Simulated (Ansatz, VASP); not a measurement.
One calculation of CoO, two programs

```
Co O
1.0
    -2.84971    2.84971    3.98213
     2.84971   -2.84971    3.98213
     2.84971    2.84971   -3.98213
Co O
1 1
Direct
  0.00000 0.00000 0.00000
  0.50000 0.50000 0.00000
```

Alike in both runs: task single point; functional PBE; k mesh 6 × 6 × 6; occupations gaussian, width 0.1 eV; collinear spin.

|  | VASP | Ansatz |
| --- | --- | --- |
| version | VASP 6.6.1 | Ansatz 0.2.0 |
| potentials or method | VASP PAW PBE potentials, release 64 (Co, O), cutoff 520 eV | scalar-relativistic, plane waves, PAW |
| valence electrons in the cell | 15 | 23 |

VASP gave:

```
gap on the k mesh at the Fermi level (eV)                     : none
pressure (GPa)                                                : -1.4
traceless stress, the component that is largest in VASP (GPa) : -0.06
net moment per atom (μB)                                      : 2.50
size of the moment on the site where the two differ most (μB) : 1.24
```

Problem. Estimate Ansatz's values.

Solution. gap on the k mesh at the Fermi level (eV): none; pressure (GPa): -1.8; traceless stress, the component that is largest in VASP (GPa): -0.39; net moment per atom (μB): 0.80; size of the moment on the site where the two differ most (μB): 1.42.

The net moments are unlike, so the other rows may belong to different states. Site moments also hang on the region over which each program counts them. A gap of «none» marks a metal or a gap that the smearing closes. VASP's potentials hold 15 valence electrons a cell and Ansatz's 23, so a difference there can come from the potentials and not from the codes. Ansatz's warnings: seeded moment not kept, stability check not made.
